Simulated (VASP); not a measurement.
# B (Pm-3m) in VASP: a series of runs, part 2 of 2

VASP 6.6.1. The steps go on from the part before.

## Step 3: Density of states, PBEsol (volume scaled by 0.78)

File POSCAR:

```
B
1.0
    1.7287861758      0.0000000000      0.0000000000
    0.0000000000      1.7287861758      0.0000000000
    0.0000000000      0.0000000000      1.7287861758
B
1
Direct
    0.0000000000      0.0000000000      0.0000000000
```

File INCAR.step1:

```
SYSTEM = B
PREC     = Accurate       ! precision mode
ENCUT    = 420            ! plane-wave cutoff, eV
EDIFF    = 1E-6           ! SCF threshold, eV
ISMEAR   = -1             ! smearing method
SIGMA    = 0.05           ! smearing width, eV
LREAL    = .False.        ! projectors in reciprocal space
LASPH    = .True.         ! aspherical terms in the spheres
NELM     = 120            ! most SCF steps
ALGO     = Normal         ! electronic algorithm
ISIF     = 2              ! what is computed and relaxed
LWAVE    = .False.        ! write WAVECAR
LCHARG   = .True.         ! write CHGCAR
GGA      = PS             ! functional
NBANDS   = 8              ! bands
GGA_COMPAT= .False.      
NEDOS    = 2001           ! points of the DOS
LORBIT   = 11             ! projections on sites
```

File KPOINTS.step1:

```
regular mesh
0
Gamma
  20 20 20
  0 0 0
```

File INCAR.step2:

```
SYSTEM = B
PREC     = Accurate       ! precision mode
ENCUT    = 420            ! plane-wave cutoff, eV
EDIFF    = 1E-6           ! SCF threshold, eV
ISMEAR   = -5             ! smearing method
SIGMA    = 0.05           ! smearing width, eV
LREAL    = .False.        ! projectors in reciprocal space
LASPH    = .True.         ! aspherical terms in the spheres
NELM     = 120            ! most SCF steps
ALGO     = Normal         ! electronic algorithm
ISIF     = 2              ! what is computed and relaxed
LWAVE    = .False.        ! write WAVECAR
LCHARG   = .False.        ! write CHGCAR
GGA      = PS             ! functional
LORBIT   = 10             ! projections on sites
NBANDS   = 8              ! bands
NEDOS    = 1001           ! points of the DOS
ICHARG   = 11             ! starting density
GGA_COMPAT= .False.
```

File KPOINTS.step2:

```
regular mesh
0
Gamma
  30 30 30
  0 0 0
```

Potentials or basis: VASP PAW PBE potentials, release 64 (B).

Command:

```sh
$ cat potpaw_PBE.64/B/POTCAR > POTCAR
$ cp INCAR.step1 INCAR
$ cp KPOINTS.step1 KPOINTS
$ mpirun -np 1 vasp_std > vasp.out
$ cp INCAR.step2 INCAR
$ cp KPOINTS.step2 KPOINTS
$ mpirun -np 1 vasp_std > vasp.out
```

Run time: 20 s. Hardware: 1 thread of Intel Xeon 6975P-C, shared host; peak memory 0.14 GiB.

The run converged. Its results:

* Valence electrons inside the program's atomic spheres: B 2.15

Levels at points of the mesh, in eV from the Fermi level:
```
           k point  band 1  band 2  band 3  band 4  band 5  band 6  band 7
(0.00, 0.00, 0.00)  -18.42   16.77   16.77   16.77   27.67   27.67   40.58
(0.50, 0.00, 0.00)  -10.47   -6.33   21.89   21.89   35.34   36.64   42.30
(0.50, 0.50, 0.00)   -2.56   -2.56    7.21    8.24   26.07   47.63   47.63
(0.50, 0.50, 0.50)    4.28    4.28    4.28   18.47   18.47   18.47   23.55
```

Caveat: the cell differs from its parent crystal (volume scaled by 0.78); the PAW data sets were made with another functional, which shifts forces and pressure a little; tetrahedron occupations give inexact forces and stress in metals.

## Step 4: Density of states, PBEsol

This run uses another cell than the first one, of 6.62 Å³/atom, 2.326 times its volume.

File POSCAR:

```
B
1.0
    1.8780612277      0.0000000000      0.0000000000
    0.0000000000      1.8780612277      0.0000000000
    0.0000000000      0.0000000000      1.8780612277
B
1
Direct
    0.0000000000      0.0000000000      0.0000000000
```

File INCAR.step1:

```
SYSTEM = B
PREC = Accurate
ENCUT = 420
EDIFF = 1E-6
ISMEAR = -1
SIGMA = 0.05
LREAL = .False.
LASPH = .True.
NELM = 120
ALGO = Normal
ISIF = 2
LWAVE = .False.
LCHARG = .True.
GGA = PS
NBANDS = 8
GGA_COMPAT = .False.
NEDOS = 2001
LORBIT = 11
```

File KPOINTS.step1:

```
Automatic mesh
0
Gamma
  20 20 20
  0 0 0
```

File INCAR.step2:

```
SYSTEM = B
PREC = Accurate
ENCUT = 420
EDIFF = 1E-6
ISMEAR = -5
SIGMA = 0.05
LREAL = .False.
LASPH = .True.
NELM = 120
ALGO = Normal
ISIF = 2
LWAVE = .False.
LCHARG = .False.
GGA = PS
LORBIT = 11
NBANDS = 8
NEDOS = 2001
ICHARG = 11
GGA_COMPAT = .False.
```

File KPOINTS.step2:

```
Automatic mesh
0
Gamma
  30 30 30
  0 0 0
```

Potentials or basis: VASP PAW PBE potentials, release 64 (B).

Command:

```sh
$ cat potpaw_PBE.64/B/POTCAR > POTCAR
$ cp INCAR.step1 INCAR
$ cp KPOINTS.step1 KPOINTS
$ mpirun -np 1 vasp_std > vasp.out
$ cp INCAR.step2 INCAR
$ cp KPOINTS.step2 KPOINTS
$ mpirun -np 1 vasp_std > vasp.out
```

OUTCAR:

```text
SYSTEM = B
   PREC = Accurate
   ENCUT = 420
   EDIFF = 1E-6
   ISMEAR = -5
   LREAL = .False.
   LASPH = .True.
   NELM = 120
   ISIF = 2
   GGA = PS
   LORBIT = 11
   ICHARG = 11

 ion  position               nearest neighbor table
   1  0.000  0.000  0.000-

  LATTYP: Found a simple cubic cell.
 ALAT       =     1.8780612277

  Lattice vectors:

 A1 = (   1.8780612277,   0.0000000000,   0.0000000000)
 A2 = (   0.0000000000,   1.8780612277,   0.0000000000)
 A3 = (   0.0000000000,   0.0000000000,   1.8780612277)

Analysis of symmetry for initial positions (statically):
=====================================================================
 Subroutine PRICEL returns:
 Original cell was already a primitive cell.

 Routine SETGRP: Setting up the symmetry group for a
 simple cubic supercell.

 Subroutine GETGRP returns: Found 48 space group operations
 (whereof 48 operations were pure point group operations)
 out of a pool of 48 trial point group operations.

[... 166 lines left out ...]
 fundamental gap:     -0.1525465167
 Fermi energy:         7.1220511141

 k-point     1 :       0.0000    0.0000    0.0000
  band No.  band energies     occupation
      1      -8.7699      2.00000
      2      20.8653      0.00000
      3      20.8653      0.00000
      4      20.8653      0.00000
      5      31.3227      0.00000
      6      31.3227      0.00000
      7      40.4354      0.00000
      8      60.8048      0.00000
[... 243 lines left out ...]
 k-point    24 :       0.2667    0.0333    0.0000
  band No.  band energies     occupation
      1      -6.3120      2.00000
      2       9.5959      0.00000
      3      22.4049      0.00000
      4      22.7539      0.00000
      5      34.4339      0.00000
      6      38.2196      0.00000
      7      45.3160      0.00000
      8      49.6512      0.00000

 [... further k-points ...]

------------------------ aborting loop because EDIFF is reached ----------------------------------------

  FORCE on cell =-STRESS in cart. coord.  units (eV):
  Direction    XX          YY          ZZ          XY          YZ          ZX
  --------------------------------------------------------------------------------------
  -------------------------------------------------------------------------------------
  Total        0.0066383      0.0066383      0.0066383     -0.0000000     -0.0000000      0.0000000
  in kB        1.6056138      1.6056138      1.6056138     -0.0000000     -0.0000000      0.0000000
  external PRESSURE =       1.6056138 kB  Pullay stress =       0.0000000 kB

 VOLUME and BASIS-vectors are now :
 -----------------------------------------------------------------------------
  energy-cutoff  :      420.00
  volume of cell :        6.62
      direct lattice vectors                 reciprocal lattice vectors
     1.878061228  0.000000000  0.000000000     0.532464003  0.000000000  0.000000000
     0.000000000  1.878061228  0.000000000     0.000000000  0.532464003  0.000000000
     0.000000000  0.000000000  1.878061228     0.000000000  0.000000000  0.532464003

 POSITION                                       TOTAL-FORCE (eV/Angst)
 -----------------------------------------------------------------------------------
      0.00000      0.00000      0.00000         0.000000      0.000000      0.000000
 -----------------------------------------------------------------------------------
    total drift:                                0.000000     -0.000000     -0.000000

  FREE ENERGIE OF THE ION-ELECTRON SYSTEM (eV)
  ---------------------------------------------------
  free  energy   TOTEN  =        -5.9821622336 eV

  energy  without entropy=       -5.9821622336  energy(sigma->0) =       -5.98216223

 total charge

# of ion       s       p       d       tot
------------------------------------------
    1        0.716   1.113   0.000   1.829
```

OUTCAR.step1:

```text
SYSTEM = B
   PREC = Accurate
   ENCUT = 420
   EDIFF = 1E-6
   ISMEAR = -1
   LREAL = .False.
   LASPH = .True.
[... 483 lines left out ...]
      0.00000      0.00000      0.00000         0.000000      0.000000      0.000000
 -----------------------------------------------------------------------------------
    total drift:                                0.000000     -0.000000     -0.000000

  FREE ENERGIE OF THE ION-ELECTRON SYSTEM (eV)
  ---------------------------------------------------
  free  energy   TOTEN  =        -5.9838082135 eV

  energy  without entropy=       -5.9815464964  energy(sigma->0) =       -5.98267735

 total charge

# of ion       s       p       d       tot
------------------------------------------
    1        0.718   1.111   0.000   1.829
```

Run time: 24 s. Hardware: 1 thread of Intel Xeon 6975P-C, shared host; peak memory 0.14 GiB.

What came out:

```
Valence electrons inside the program's atomic spheres : B 1.83
```

Caveat: the PAW data sets were made with another functional, which shifts forces and pressure a little; tetrahedron occupations give inexact forces and stress in metals.
